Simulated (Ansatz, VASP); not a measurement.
Given: the input of a run of VASP 6.6.1 on Lu.

Contents of INCAR:

```
ALGO = Fast
EDIFF = 1E-7
ENCUT = 520
GGA = PS
ISIF = 2
ISMEAR = -1
LASPH = T
LCHARG = T
LELF = T
LREAL = F
LVHAR = T
LWAVE = F
NBANDS = 32
NELM = 100
PREC = Accurate
SIGMA = 0.05
```

File KPOINTS:

```
k-points
0
Gamma
  9 9 5
```

The input POSCAR:

```
Lu
1.0
    3.5031000000      0.0000000000      0.0000000000
   -1.7515500000      3.0337735920      0.0000000000
    0.0000000000      0.0000000000      5.5509000000
Lu
2
Direct
    0.6687240000      0.3340780000      0.7522110000
    0.3321500000      0.6592670000      0.2488660000
```

Potentials or basis: VASP PAW PBE potentials, release 64 (Lu).

Run with:

```bash
$ cat potpaw_PBE.64/Lu/POTCAR > POTCAR
$ mpirun -np 1 vasp_std > vasp.out
```

**Question.** Set up the same calculation for Ansatz 0.2.0. Potentials there: Ansatz PAW.

**Answer.** As run (the cutoff follows the program's own potentials):

Contents of input.yaml:

```yaml
crystal:
  lattice:
    - [3.5031, 0.0, 0.0]
    - [-1.75155, 3.033773592, 0.0]
    - [0.0, 0.0, 5.5509]
  atoms:
    - { symbol: Lu, position: [0.668724, 0.334078, 0.752211] }
    - { symbol: Lu, position: [0.33215, 0.659267, 0.248866] }
hamiltonian:
  xc: pbesol
  pseudopotentials: { kind: paw }
kpoints:
  mp_grid: { grid: [9, 9, 5] }
scf:
  occupations: { method: fermi_dirac, width: 0.05 }
output:
  forces: true
  stress: true
  eigenvalues: true
```

Potentials or basis: Ansatz PAW.

Run with:

```bash
$ ansatz run input.yaml --threads 1 --pin off --max-ram 3584MiB --backend cpu --events-out ev --progress --plain --runs-dir out
```

Both were run:

|  | VASP | Ansatz | Ansatz less VASP |
| --- | --- | --- | --- |
| gap on the k mesh at the Fermi level (eV) | none | none | - |
| pressure (GPa) | -2.9 | -3.0 | -0.09 |
| traceless stress, the component that is largest in VASP (GPa) | -0.70 | -0.70 | -0.001 |
| rms of the force components (eV/Å) | 0.044 | 0.044 | -0.0003 |

VASP's potentials were made for PBE, not for PBEsol. Atom by atom the forces differ by 0.000 eV/Å (rms over components). A gap of «none» marks a metal or a gap that the smearing closes.

Spin-orbit coupling is off throughout.
